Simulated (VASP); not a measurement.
A run of VASP 6.6.1:

The input INCAR:

```
SYSTEM = MgO
PREC     = Accurate       ! precision mode
ENCUT    = 520            ! plane-wave cutoff, eV
EDIFF    = 1E-6           ! SCF threshold, eV
ISMEAR   = 0              ! smearing method
SIGMA    = 0.01           ! smearing width, eV
LREAL    = .False.        ! projectors in reciprocal space
LASPH    = .True.         ! aspherical terms in the spheres
NELM     = 80             ! most SCF steps
ALGO     = Normal         ! electronic algorithm
ISIF     = 2              ! what is computed and relaxed
LWAVE    = .False.        ! write WAVECAR
LCHARG   = .False.        ! write CHGCAR
GGA      = PS             ! functional
NBANDS   = 16             ! bands
```

KPOINTS

```
Automatic mesh
0
Gamma
  6 6 6
  0 0 0
```

POSCAR

```
MgO
1.0
    3.5714470000      0.0000000000      0.0000000000
   -1.7857235000      3.0929600941      0.0000000000
    0.0000000000      0.0000000000      4.2799833707
Mg O
2 2
Direct
    0.6666666667      0.3333333333      0.7500000000
    0.3333333333      0.6666666667      0.2500000000
    0.6666666667      0.3333333333      0.2500000000
    0.3333333333      0.6666666667      0.7500000000
```

Potentials or basis: VASP PAW PBE potentials, release 64 (Mg, O).

Command:

```sh
$ cat potpaw_PBE.64/Mg/POTCAR potpaw_PBE.64/O/POTCAR > POTCAR
$ mpirun -np 1 vasp_std > vasp.out
```

Hardware: 1 thread of Intel Xeon 8259CL (shared host).

**Question.** Estimate the wall time of this run.

**Answer.** Run time: 39 s on 1 thread of Intel Xeon 8259CL, with other jobs on the host, peak memory 0.17 GiB. Counts: scf iterations 13, k points 28.
